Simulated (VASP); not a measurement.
# CaO (P6_3/mmc) in VASP: a series of runs

CaO is run at these levels: PBEsol, r2SCAN, PBE, LDA; tasks: single point.

All numbers are computed with VASP 6.6.1; they aren't measurements. Logs are shortened: lines on timing, memory, paths and dates and some standing lists are left out, and cuts for length are marked.

## 1. The cell of the first run

The structure is hexagonal, space group P6_3/mmc (No. 194). Conventional cell: a = 3.956 Å, b = 3.956 Å, c = 4.743 Å, α = 90.00°, β = 90.00°, γ = 120.00°. Within 3.0 Å of Ca (site symmetry -6m2) lie 5 O at 2.28 to 2.37 Å. O (site symmetry -6m2) has 5 Ca at 2.28 to 2.37 Å within 3.0 Å.

## 2. Single point, PBEsol

File INCAR:

```
SYSTEM = CaO
ALGO = Normal
EDIFF = 1E-6
ENCUT = 520
GGA = PS
ISIF = 2
ISMEAR = -1
LASPH = .TRUE.
LCHARG = .TRUE.
LELF = .TRUE.
LREAL = .FALSE.
LVHAR = .TRUE.
LWAVE = .FALSE.
NBANDS = 24
NELM = 80
PREC = Accurate
SIGMA = 0.02
```

File KPOINTS:

```
k-points
0
G
  6 6 6
  0 0 0
```

File POSCAR:

```
CaO
1.0
    3.9562816613      0.0000000000      0.0000000000
   -1.9781408306      3.4262404232      0.0000000000
    0.0000000000      0.0000000000      4.7432434865
Ca O
2 2
Direct
    0.3333333333      0.6666666667      0.2500000000
    0.6666666667      0.3333333333      0.7500000000
    0.6666666667      0.3333333333      0.2500000000
    0.3333333333      0.6666666667      0.7500000000
```

Potentials or basis: VASP PAW PBE potentials, release 64 (Ca_sv, O).

On the command line:

```console
$ cat potpaw_PBE.64/Ca_sv/POTCAR potpaw_PBE.64/O/POTCAR > POTCAR
$ mpirun -np 1 vasp_std > vasp.out
```

OUTCAR:

```text
SYSTEM = CaO
   EDIFF = 1E-6
   ENCUT = 520
   GGA = PS
   ISIF = 2
   ISMEAR = -1
   LASPH = .TRUE.
   LREAL = .FALSE.
   NELM = 80
   PREC = Accurate

 ion  position               nearest neighbor table
   1  0.333  0.667  0.250-   3 2.28   3 2.28   3 2.28   4 2.37   4 2.37
   2  0.667  0.333  0.750-   4 2.28   4 2.28   4 2.28   3 2.37   3 2.37
   3  0.667  0.333  0.250-   1 2.28   1 2.28   1 2.28   2 2.37   2 2.37
   4  0.333  0.667  0.750-   2 2.28   2 2.28   2 2.28   1 2.37   1 2.37

  LATTYP: Found a hexagonal cell.
 ALAT       =     3.9562816613
 C/A-ratio  =     1.1989145093

  Lattice vectors:

 A1 = (   3.9562816613,   0.0000000000,   0.0000000000)
 A2 = (  -1.9781408306,   3.4262404232,   0.0000000000)
 A3 = (   0.0000000000,   0.0000000000,   4.7432434865)

Analysis of symmetry for initial positions (statically):
=====================================================================
 Subroutine PRICEL returns:
 Original cell was already a primitive cell.

 Routine SETGRP: Setting up the symmetry group for a
 hexagonal supercell.

 Subroutine GETGRP returns: Found 24 space group operations
 (whereof 12 operations were pure point group operations)
 out of a pool of 24 trial point group operations.

The static configuration has the point symmetry D_3d.
 The point group associated with its full space group is D_6h.

Analysis of symmetry for dynamics (positions and initial velocities):
=====================================================================
 Subroutine PRICEL returns:
 Original cell was already a primitive cell.

 Routine SETGRP: Setting up the symmetry group for a
 hexagonal supercell.

 Subroutine GETGRP returns: Found 24 space group operations
 (whereof 12 operations were pure point group operations)
 out of a pool of 24 trial point group operations.

The dynamic configuration has the point symmetry D_3d.
 The point group associated with its full space group is D_6h.

 Subroutine INISYM returns: Found 24 space group operations
 (whereof 12 operations are pure point group operations),
 and found     1 'primitive' translations

----------------------------------------------------------------------------------------

                                     Primitive cell

  volume of cell :      64.2955

  direct lattice vectors                    reciprocal lattice vectors
     3.956281661  0.000000000  0.000000000     0.252762590  0.145932549  0.000000000
    -1.978140831  3.426240423  0.000000000     0.000000000  0.291865099  0.000000000
     0.000000000  0.000000000  4.743243486     0.000000000  0.000000000  0.210826200

  length of vectors
     3.956281661  3.956281661  4.743243486     0.291865099  0.291865099  0.210826200

  position of ions in fractional coordinates (direct lattice)
     0.333333333  0.666666667  0.250000000
     0.666666667  0.333333333  0.750000000
     0.666666667  0.333333333  0.250000000
     0.333333333  0.666666667  0.750000000

  ion indices of the primitive-cell ions
   primitive index   ion index
                 1           1
                 2           2
                 3           3
                 4           4

----------------------------------------------------------------------------------------

 KPOINTS: k-points

Automatic generation of k-mesh.
 Grid dimensions read from file:
 generate k-points for:    6    6    6

 Generating k-lattice:

  Cartesian coordinates                     Fractional coordinates (reciprocal lattice)
     0.042127098  0.024322092  0.000000000     0.166666667 -0.000000000  0.000000000
     0.000000000  0.048644183  0.000000000     0.000000000  0.166666667  0.000000000
     0.000000000  0.000000000  0.035137700     0.000000000  0.000000000  0.166666667

  Length of vectors
     0.048644183  0.048644183  0.035137700

  Shift w.r.t. Gamma in fractional coordinates (k-lattice)
     0.000000000  0.000000000  0.000000000

 Subroutine IBZKPT returns following result:
 ===========================================

 Found     28 irreducible k-points:

 Following reciprocal coordinates:
            Coordinates               Weight
  0.000000  0.000000  0.000000      1.000000
  0.166667  0.000000  0.000000      6.000000
  0.333333 -0.000000  0.000000      6.000000
  0.500000  0.000000  0.000000      3.000000
  0.166667  0.166667  0.000000      6.000000
  0.333333  0.166667  0.000000     12.000000
[... 16 lines left out ...]
  0.166667  0.000000  0.500000      6.000000
  0.333333 -0.000000  0.500000      6.000000
 [... further k-points ...]
   k-points           NKPTS =     28   k-points in BZ     NKDIM =     28   number of bands    NBANDS=     24
   number of dos      NEDOS =    301   number of ions     NIONS =      4
   total plane-waves  NPLWV =  32400
   dimension x,y,z NGX =    30 NGY =   30 NGZ =   36
   dimension x,y,z NGXF=    60 NGYF=   60 NGZF=   72
   ions per type =               2   2
   NGX,Y,Z   is equivalent  to a cutoff of  12.61, 12.61, 12.62 a.u.
   NGXF,Y,Z  is equivalent  to a cutoff of  25.21, 25.21, 25.24 a.u.
 SYSTEM =  CaO
   PREC   = accura    normal or accurate (medium, high low for compatibility)
   ISTART =      0    job   : 0-new  1-cont  2-samecut
   ICHARG =      2    charge: 1-file 2-atom 10-const
   ISPIN  =      1    spin polarized calculation?
   LNONCOLLINEAR =      F non collinear calculations
   LSORBIT =      F    spin-orbit coupling
   LASPH  =      T    aspherical Exc in radial PAW
   ENCUT  =  520.0 eV  38.22 Ry    6.18 a.u.   7.36  7.36  8.82*2*pi/ulx,y,z
   NELM   =     80;   NELMIN=  2; NELMDL= -5     # of ELM steps
   EDIFF  = 0.1E-05   stopping-criterion for ELM
   LREAL  =      F    real-space projection
[... 7 lines left out ...]
   TEBEG  =    0.0;   TEEND  =   0.0 temperature during run
   PSTRESS=    0.0 pullay stress
   NELECT =      32.0000    total number of electrons
   NUPDOWN=      -1.0000    fix difference up-down
   EMIN   =  10.00;   EMAX   =-10.00  energy-range for DOS
   EFERMI =   0.00;   METHOD = LEGACY
   ISMEAR =    -1;   SIGMA  =   0.02  broadening in eV -4-tet -1-fermi 0-gaus
   EFERMI_NEDOS =   21; number of points for ismear=-14 and -15
   IALGO  =     38    algorithm
   IMIX   =      4    mixing-type and parameters
     AMIX     =   0.40;   BMIX     =  1.00
     AMIX_MAG =   1.60;   BMIX_MAG =  1.00
  volume/ion in A,a.u.               =      16.07       108.47
  Fermi-wavevector in a.u.,A,eV,Ry     =   1.297372  2.451678 22.900990  1.683175
  Thomas-Fermi vector in A             =   2.428769
   LORBIT       =      0    0 simple, 1 ext, 2 COOP (PROOUT), +10 PAW based schemes
   GGA     = PS    functional components
   LHFCALC =     F    Hartree Fock is set to
   AEXX    =    0.0000 exact exchange contribution
   IVDW    =     0    specifies the selected vdW correction
   LEPSILON=     F    determine dielectric tensor
   LRPA    =     F    only Hartree local field effects (RPA)
 non-spin polarized calculation
  energy-cutoff  :      520.00
  volume of cell :       64.30
 maximum number of plane-waves:      1751
 NGX is ok and might be reduce to    30
   NGX = 15   NGY = 15   NGZ = 17

 number of electron      31.9999983 magnetization

 Free energy of the ion-electron system (eV)
  ---------------------------------------------------
  ext. energy  EPLUGINS =         0.00000000
  ---------------------------------------------------
  free energy    TOTEN  =       -26.46118057 eV

  energy without entropy =      -26.46118057  energy(sigma->0) =      -26.46118057

 E-fermi :   1.8521     XC(G=0):  -9.7652

 val. band max:        1.3246861844   @ k =   0.0000   0.0000   0.0000
 cond. band min:       4.4477742898   @ k =   0.0000   0.0000   0.0000
 fundamental gap:      3.1230881054
 Fermi energy:         1.8520510612

 k-point     1 :       0.0000    0.0000    0.0000
  band No.  band energies     occupation
      1     -35.9834      2.00000
      2     -35.8315      2.00000
      3     -17.4550      2.00000
      4     -17.1764      2.00000
      5     -17.1764      2.00000
      6     -16.9554      2.00000
[... 16 lines left out ...]
     23       9.9017      0.00000
     24      10.0497      0.00000

 k-point     2 :       0.1667    0.0000    0.0000
  band No.  band energies     occupation
      1     -35.9706      2.00000
      2     -35.8366      2.00000
      3     -17.4136      2.00000
      4     -17.3101      2.00000
      5     -17.2021      2.00000
      6     -17.1185      2.00000
[... 16 lines left out ...]
     23       9.5888      0.00000
     24       9.8478      0.00000

 k-point     3 :       0.3333   -0.0000    0.0000
  band No.  band energies     occupation
      1     -35.9398      2.00000
      2     -35.8521      2.00000
      3     -17.5506      2.00000
      4     -17.3908      2.00000
      5     -17.3086      2.00000
      6     -17.2492      2.00000
[... 16 lines left out ...]
     23       9.6700      0.00000
     24       9.8505      0.00000

 k-point     4 :       0.5000    0.0000    0.0000
  band No.  band energies     occupation
      1     -35.9173      2.00000
      2     -35.8669      2.00000
      3     -17.6610      2.00000
      4     -17.5077      2.00000
      5     -17.2713      2.00000
      6     -17.2259      2.00000
[... 16 lines left out ...]
     23       9.9302      0.00000
     24      10.0631      0.00000

 k-point     5 :       0.1667    0.1667    0.0000
  band No.  band energies     occupation
      1     -35.9485      2.00000
      2     -35.8472      2.00000
      3     -17.4687      2.00000
      4     -17.3525      2.00000
      5     -17.3392      2.00000
      6     -17.2323      2.00000
[... 451 lines left out ...]
 k-point    22 :       0.0000    0.0000    0.5000
  band No.  band energies     occupation
      1     -35.9068      2.00000
      2     -35.9068      2.00000
      3     -17.3931      2.00000
      4     -17.3931      2.00000
      5     -17.0651      2.00000
      6     -17.0651      2.00000
[... 16 lines left out ...]
     23      10.6245      0.00000
     24      10.6245      0.00000

 k-point    23 :       0.1667    0.0000    0.5000
  band No.  band energies     occupation
      1     -35.9027      2.00000
      2     -35.9027      2.00000
      3     -17.5800      2.00000
      4     -17.5800      2.00000
      5     -17.0772      2.00000
      6     -17.0772      2.00000
[... 16 lines left out ...]
     23      10.1053      0.00000
     24      10.1053      0.00000

 k-point    24 :       0.3333   -0.0000    0.5000
  band No.  band energies     occupation
      1     -35.8947      2.00000
      2     -35.8947      2.00000
      3     -17.8417      2.00000
      4     -17.8417      2.00000
      5     -17.1014      2.00000
      6     -17.1014      2.00000
[... 16 lines left out ...]
     23       9.8618      0.00000
     24       9.8618      0.00000

 [... further k-points ...]
[... 5 lines left out ...]
  --------------------------------------------------------------------------------------
  -------------------------------------------------------------------------------------
  Total        0.2051344      0.2051344      0.2270669      0.0000000     -0.0000000     -0.0000000
  in kB        5.1117385      5.1117385      5.6582743      0.0000000     -0.0000000     -0.0000000
  external PRESSURE =       5.2939171 kB  Pullay stress =       0.0000000 kB

 VOLUME and BASIS-vectors are now :
 -----------------------------------------------------------------------------
  energy-cutoff  :      520.00
  volume of cell :       64.30
      direct lattice vectors                 reciprocal lattice vectors
     3.956281661  0.000000000  0.000000000     0.252762590  0.145932549  0.000000000
    -1.978140831  3.426240423  0.000000000     0.000000000  0.291865099  0.000000000
     0.000000000  0.000000000  4.743243486     0.000000000  0.000000000  0.210826200

 POSITION                                       TOTAL-FORCE (eV/Angst)
 -----------------------------------------------------------------------------------
     -0.00000      2.28416      1.18581        -0.000000      0.000000     -0.000000
      1.97814      1.14208      3.55743         0.000000      0.000000     -0.000000
      1.97814      1.14208      1.18581         0.000000     -0.000000      0.000000
     -0.00000      2.28416      3.55743        -0.000000      0.000000      0.000000
 -----------------------------------------------------------------------------------
    total drift:                               -0.000000      0.000000     -0.000000

  FREE ENERGIE OF THE ION-ELECTRON SYSTEM (eV)
  ---------------------------------------------------
  free  energy   TOTEN  =       -26.4611805681 eV

  energy  without entropy=      -26.4611805681  energy(sigma->0) =      -26.46118057
```

Run time: 82 s. Hardware: 1 thread of Intel Xeon 8259CL, shared host; peak memory 0.17 GiB.

Results:

| Item | Value |
| --- | --- |
| Free energy | -26.4612 eV |
| Pressure | 0.5 GPa |
| Band gap on the k mesh | 3.12 eV |

Levels at points of the mesh, in eV from the valence-band top:
| k point | band 12 | band 13 | band 14 | band 15 | band 16 | band 17 | band 18 | band 19 | band 20 | band 21 |
| --- | --- | --- | --- | --- | --- | --- | --- | --- | --- | --- |
| (0.00, 0.00, 0.00) | -1.24 | -1.22 | -1.22 | -1.09 | 0.00 | 3.12 | 6.15 | 6.15 | 7.80 | 7.88 |
| (0.50, 0.00, 0.00) | -1.10 | -0.86 | -0.85 | -0.62 | -0.40 | 4.63 | 5.22 | 5.22 | 7.75 | 7.82 |
| (0.00, 0.00, 0.50) | -1.65 | -1.35 | -1.35 | -1.35 | -1.35 | 4.96 | 4.96 | 7.88 | 7.88 | 7.88 |
| (0.50, 0.00, 0.50) | -2.16 | -1.11 | -1.11 | -0.78 | -0.78 | 5.32 | 5.32 | 7.40 | 7.40 | 8.08 |

Caveat: the PAW data sets were made with another functional, which shifts forces and pressure a little.

## 3. Single point, r2SCAN

This run uses another cell than the first one, of 16.37 Å³/atom.

File POSCAR:

```
CaO
1.0
    3.9810268624      0.0000000000      0.0000000000
   -1.9905134312      3.4476703960      0.0000000000
    0.0000000000      0.0000000000      4.7701156015
Ca O
2 2
Direct
    0.3333333333      0.6666666667      0.2500000000
    0.6666666667      0.3333333333      0.7500000000
    0.6666666667      0.3333333333      0.2500000000
    0.3333333333      0.6666666667      0.7500000000
```

File INCAR.step1:

```
ALGO = Normal
EDIFF = 1E-4
ENCUT = 520
GGA = PE
ISMEAR = -1
LASPH = True
LCHARG = False
LREAL = False
LWAVE = True
NBANDS = 24
NELM = 60
PREC = Accurate
SIGMA = 0.02
```

File INCAR.step2:

```
ALGO = Normal
EDIFF = 1E-7
ENCUT = 520
ISIF = 2
ISMEAR = -1
ISTART = 1
LASPH = True
LCHARG = False
LMIXTAU = True
LREAL = False
LWAVE = False
METAGGA = R2SCAN
NBANDS = 24
NELM = 60
PREC = Accurate
SIGMA = 0.02
```

File KPOINTS:

```
k-points
0
Gamma
  6 6 6
```

Potentials or basis: VASP PAW PBE potentials, release 64 (Ca_sv, O).

On the command line:

```console
$ cat potpaw_PBE.64/Ca_sv/POTCAR potpaw_PBE.64/O/POTCAR > POTCAR
$ cp INCAR.step1 INCAR
$ mpirun -np 1 vasp_std > vasp.out
$ cp INCAR.step2 INCAR
$ mpirun -np 1 vasp_std > vasp.out
```

Wall time 4.8 min (1 thread of Intel Xeon 8259CL, shared host); peak memory 0.17 GiB.

It converged, with:

```yaml
Free_energy: -38.4872 eV
Pressure: 1.0 GPa
Band_gap_on_the_k_mesh: 3.61 eV
```

Levels at points of the mesh, in eV from the valence-band top:
```tsv
k point	band 12	band 13	band 14	band 15	band 16	band 17	band 18	band 19	band 20	band 21
(0.00, 0.00, 0.00)	-1.20	-1.17	-1.17	-1.08	0.00	3.61	6.82	6.82	8.41	8.48
(0.50, 0.00, 0.00)	-1.06	-0.85	-0.83	-0.58	-0.38	5.13	5.79	5.88	8.33	8.41
(0.00, 0.00, 0.50)	-1.58	-1.30	-1.30	-1.30	-1.30	5.44	5.44	8.50	8.50	8.50
(0.50, 0.00, 0.50)	-2.06	-1.07	-1.07	-0.75	-0.75	5.83	5.83	8.02	8.02	8.68
```

Caveat: the PAW data sets were made with another functional, which shifts forces and pressure a little. A k mesh can miss the band edges.

## 4. Single point, PBE

This run uses another cell than the first one, of 16.37 Å³/atom.

File INCAR:

```
SYSTEM = CaO
PREC = Accurate ; ENCUT = 520
EDIFF = 1E-6 ; ISMEAR = -1
SIGMA = 0.02 ; LREAL = .FALSE.
LASPH = .TRUE. ; NELM = 60
ALGO = Normal ; ISIF = 2
LWAVE = .FALSE. ; LCHARG = .TRUE.
GGA = PE ; LELF = .TRUE.
LVHAR = .TRUE. ; NBANDS = 24
```

File KPOINTS:

```
Automatic mesh
0
G
  12 12 6
  0 0 0
```

POSCAR is that of step 3.

On the command line:

```console
$ cat potpaw_PBE.64/Ca_sv/POTCAR potpaw_PBE.64/O/POTCAR > POTCAR
$ mpirun -np 1 vasp_std > vasp.out
```

It took 3.1 min on 1 thread of Intel Xeon 8259CL, shared host; peak memory 0.21 GiB.

Results (log left out):

| Property | Result |
| --- | --- |
| Free energy | -25.3381 eV |
| Pressure | 2.3 GPa |
| Band gap on the k mesh | 3.19 eV |

Stress tensor (GPa, compression positive):
```
2.11 0.00 0.00
0.00 2.11 0.00
0.00 0.00 2.62
```

Levels at points of the mesh, in eV from the valence-band top:
```
           k point  band 12  band 13  band 14  band 15  band 16  band 17  band 18  band 19  band 20  band 21
(0.00, 0.00, 0.00)    -1.21    -1.17    -1.17    -1.09     0.00     3.19     6.15     6.15     7.74     7.78
(0.50, 0.00, 0.00)    -1.07    -0.86    -0.84    -0.60    -0.39     4.69     5.26     5.27     7.66     7.74
(0.00, 0.00, 0.50)    -1.59    -1.31    -1.31    -1.31    -1.31     5.00     5.00     7.80     7.80     7.80
(0.50, 0.00, 0.50)    -2.09    -1.07    -1.07    -0.77    -0.77     5.37     5.37     7.35     7.35     7.99
```

(Continued in part 2 of 2.)
